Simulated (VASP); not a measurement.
Input of a VASP 6.6.1 run:

The input INCAR:

```
PREC     = Accurate       # precision mode
ENCUT    = 600            # plane-wave cutoff, eV
EDIFF    = 1E-6           # SCF threshold, eV
ISMEAR   = 0              # smearing method
SIGMA    = 0.05           # smearing width, eV
LREAL    = F              # projectors in reciprocal space
LASPH    = T              # aspherical terms in the spheres
NELM     = 120            # most SCF steps
ALGO     = Normal         # electronic algorithm
ISIF     = 2              # what is computed and relaxed
LWAVE    = F              # write WAVECAR
LCHARG   = F              # write CHGCAR
GGA      = PE             # functional
NBANDS   = 11             # bands
GGA_COMPAT= F
```

Contents of KPOINTS:

```
Automatic mesh
0
Gamma
  12 12 12
```

File POSCAR:

```
BN
1.0
    0.0000000000      1.8074995743      1.8074995743
    1.8074995743      0.0000000000      1.8074995743
    1.8074995743      1.8074995743      0.0000000000
B N
1 1
Direct
    0.0000000000      0.0000000000      0.0000000000
    0.7500000000      0.7500000000      0.7500000000
```

Potentials or basis: VASP PAW PBE potentials, release 64 (B, N).

Run with:

```bash
$ cat potpaw_PBE.64/B/POTCAR potpaw_PBE.64/N/POTCAR > POTCAR
$ mpirun -np 1 vasp_std > vasp.out
```

(1) Estimate the band gap on the k mesh.

(2) Predict the pressure.

Results:

(1) 4.46 eV (least direct gap 8.82 eV).

(2) 3.0 GPa.

Caveat: the cell stands under pressure.
